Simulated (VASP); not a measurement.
Runs of VASP 6.6.1 on Os. The structure is that of space group Fm-3m (No. 225), or close to it. The cells are those of the table. 

```tsv
cell	gap on the mesh (eV)	pressure (GPa)
a = 2.854, b = 2.854, c = 2.819 Å, angles 60.4, 60.4, 59.2°, 1 atom	none	(b)
a = 2.819 Å, angles 60.0°, 1 atom	none	(a)
a = 2.716, b = 2.716, c = 2.682 Å, angles 60.4, 60.4, 59.2°, 1 atom	none	-0.7
a = 2.752, b = 2.752, c = 2.682 Å, angles 60.8, 60.8, 58.3°, 1 atom	none	-10.4
a = 2.785, b = 2.785, c = 2.751 Å, angles 60.4, 60.4, 59.2°, 1 atom	none	-27.7
```

Alike in all rows: task single point; level PBEsol; potentials or basis VASP PAW PBE potentials, release 64 (Os); no spin polarisation; k mesh 20 × 20 × 20; cutoff (eV) 520; smearing gaussian 0.15 eV.

**Question.** Estimate the missing entries.

**Answer.** (a) -40.2; (b) -45.0.

Caveats: the PAW data sets were made with another functional, which shifts forces and pressure a little; spin-orbit coupling is left out, which moves the levels of the heavy elements.

A k mesh can miss the band edges, and the runs leave out spin-orbit coupling on Os.

A gap of «none» marks levels without a gap at the run's occupations.
